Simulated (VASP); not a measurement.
Crystal: As.

```
CELL_PARAMETERS angstrom
2.70368 0.00000 0.00000
0.00000 2.70368 0.00000
0.00000 0.00000 2.70368
ATOMIC_POSITIONS crystal
As 0.50000 0.50000 0.50000
```

```yaml
Program: VASP 6.6.1
Task: relaxation of cell and atoms
Functional: BLYP
Dispersion: D3(BJ)
Potentials_or_basis: VASP PAW PBE potentials, release 64 (As)
Cutoff: 600 eV
k_mesh: 8 × 8 × 8
Occupations: methfessel-paxton, width 0.15 eV
Spin: no spin polarisation
```

At the start: pressure 1.9 GPa; volume 19.76 Å³/atom.

Problem. How do energy, volume and symmetry change on relaxing?

Solution. Over 3 steps the energy falls by 2.4 meV/atom and the volume is 20.18 Å³/atom (+2.1 %); space group Pm-3m (No. 221, to 0.05 Å).

Step by step:
```tsv
step	energy change (eV)	largest force (eV/Å)	pressure (GPa)	volume (Å³)
1	0.0000	0.0000	1.87	19.76
2	-0.0015	0.0000	-1.04	20.43
3	-0.0024	0.0000	0.01	20.18
```

Final structure:
```cif
data_structure
_symmetry_space_group_name_H-M 'P 1'
_symmetry_Int_Tables_number 1
_cell_length_a 2.7224
_cell_length_b 2.7224
_cell_length_c 2.7224
_cell_angle_alpha 90.000
_cell_angle_beta 90.000
_cell_angle_gamma 90.000
_cell_volume 20.18
loop_
_atom_site_label
_atom_site_type_symbol
_atom_site_fract_x
_atom_site_fract_y
_atom_site_fract_z
_atom_site_occupancy
As1 As 0.50000 0.50000 0.50000 1
```

Caveat: the PAW data sets were made with another functional, which shifts forces and pressure a little; pairwise dispersion overbinds metals, which lowers pressure and volume.
